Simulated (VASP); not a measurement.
Write the native input for VASP 6.6.1 that does the following.

| Quantity | Value |
| --- | --- |
| Task | single point |
| Functional | PBE |
| Potentials or basis | VASP PAW PBE potentials, release 64 (Li_sv, Be, F) |
| Cutoff | 520 eV |
| k mesh | 8 × 6 × 6 |
| Occupations | gaussian, width 0.01 eV |
| Spin | no spin polarisation |
| Dipole correction | no |
| Further INCAR settings | ALGO = Normal; EDIFF = 1e-07; NBANDS = 21 |

The structure of LiBeF3 lies in POSCAR:

```
LiBeF3
1.0
    2.7676776223      0.0000000000      0.0000000000
    0.0000000000      2.6139243165      4.0849415815
    0.0000000000     -2.6139243165      4.0849415815
Li Be F
1 1 3
Direct
    0.5000000000      0.6939637138      0.6939637138
    0.0000000000      0.0547781299      0.0547781299
    0.5000000000      0.9446467630      0.9446467630
    0.0000000000      0.9051558360      0.4009857773
    0.0000000000      0.4009857773      0.9051558360
```

The input as run:

INCAR

```
SYSTEM = LiBeF3
ALGO     = Normal         ! electronic algorithm
EDIFF    = 1E-7           ! SCF threshold, eV
ENCUT    = 520            ! plane-wave cutoff, eV
GGA      = PE             ! functional
ISIF     = 2              ! what is computed and relaxed
ISMEAR   = 0              ! smearing method
LASPH    = .TRUE.         ! aspherical terms in the spheres
LCHARG   = .FALSE.        ! write CHGCAR
LREAL    = .FALSE.        ! projectors in reciprocal space
LWAVE    = .FALSE.        ! write WAVECAR
NBANDS   = 21             ! bands
NELM     = 60             ! most SCF steps
PREC     = Accurate       ! precision mode
SIGMA    = 0.01           ! smearing width, eV
```

KPOINTS

```
k-points
0
G
  8 6 6
  0 0 0
```

Potentials or basis: VASP PAW PBE potentials, release 64 (Li_sv, Be, F).

The run is started by

```sh
$ cat potpaw_PBE.64/Li_sv/POTCAR potpaw_PBE.64/Be/POTCAR potpaw_PBE.64/F/POTCAR > POTCAR
$ mpirun -np 1 vasp_std > vasp.out
```

It gave:

| Item | Value |
| --- | --- |
| Largest force | 0.039 eV/Å |
| Band gap on the k mesh | 7.52 eV (least direct gap 7.56 eV) |

Run time: 58 s on 1 thread of AMD EPYC 9R45 96-Core Processor (Zen 5) (shared host), peak memory 0.19 GiB.
